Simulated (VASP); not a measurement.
Set up this calculation in VASP 6.6.1, as the native input.

| Quantity | Value |
| --- | --- |
| Task | single point |
| Functional | r2SCAN |
| Potentials or basis | VASP PAW PBE potentials, release 64 (Sn_d) |
| Cutoff | 520 eV |
| k mesh | 18 × 18 × 18 |
| Occupations | gaussian, width 0.15 eV |
| Spin | no spin polarisation |
| Dipole correction | no |
| Further INCAR settings | ALGO = Normal; EDIFF = 1e-06; NBANDS = 13 |

Crystal: Sn.

```xyz
1
Lattice="-1.9515 1.9515 1.8947 1.9515 -1.9515 1.8947 1.9515 1.9515 -1.8947" Properties=species:S:1:pos:R:3 pbc="T T T"
Sn    0.0000    0.0000    0.0000
```

This cell differs from its parent crystal: strain +0.030 along x and y, +0.000 along z.

These files were run (other wordings do the same):

POSCAR

```
Sn
1.0
   -1.9514913738      1.9514913738      1.8946518192
    1.9514913738     -1.9514913738      1.8946518192
    1.9514913738      1.9514913738     -1.8946518192
Sn
1
Direct
    0.0000000000      0.0000000000      0.0000000000
```

INCAR.step1

```
ALGO     = Normal         # electronic algorithm
EDIFF    = 1E-4           # SCF threshold, eV
ENCUT    = 520            # plane-wave cutoff, eV
GGA      = PE             # functional
ISMEAR   = 0              # smearing method
LASPH    = T              # aspherical terms in the spheres
LCHARG   = F              # write CHGCAR
LREAL    = F              # projectors in reciprocal space
LWAVE    = T              # write WAVECAR
NBANDS   = 13             # bands
NELM     = 100            # most SCF steps
PREC     = Accurate       # precision mode
SIGMA    = 0.15           # smearing width, eV
```

INCAR.step2

```
ALGO     = Normal         # electronic algorithm
EDIFF    = 1E-6           # SCF threshold, eV
ENCUT    = 520            # plane-wave cutoff, eV
ISIF     = 2              # what is computed and relaxed
ISMEAR   = 0              # smearing method
ISTART   = 1            
LASPH    = T              # aspherical terms in the spheres
LCHARG   = T              # write CHGCAR
LELF     = T              # ELF
LMIXTAU  = T            
LREAL    = F              # projectors in reciprocal space
LVHAR    = T            
LWAVE    = F              # write WAVECAR
METAGGA  = R2SCAN         # meta-GGA
NBANDS   = 13             # bands
NELM     = 100            # most SCF steps
PREC     = Accurate       # precision mode
SIGMA    = 0.15           # smearing width, eV
```

KPOINTS

```
k-points
0
Gamma
  18 18 18
```

Potentials or basis: VASP PAW PBE potentials, release 64 (Sn_d).

Run with:

```console
$ cat potpaw_PBE.64/Sn_d/POTCAR > POTCAR
$ cp INCAR.step1 INCAR
$ mpirun -np 1 vasp_std > vasp.out
$ cp INCAR.step2 INCAR
$ mpirun -np 1 vasp_std > vasp.out
```

Results of the run:

| Property | Result |
| --- | --- |
| Pressure | -3.0 GPa |
| Band gap on the k mesh | zero (bands 7 and 8 overlap by 10.17 eV) |

Caveat: the cell differs from its parent crystal (strain +0.030 along x and y, +0.000 along z); the PAW data sets were made with another functional, which shifts forces and pressure a little; spin-orbit coupling is left out, which moves the levels of the heavy elements.

It took 4.6 min on 1 thread of Intel(R) Xeon(R) 6975P-C (Granite Rapids) (shared host), peak memory 0.29 GiB.
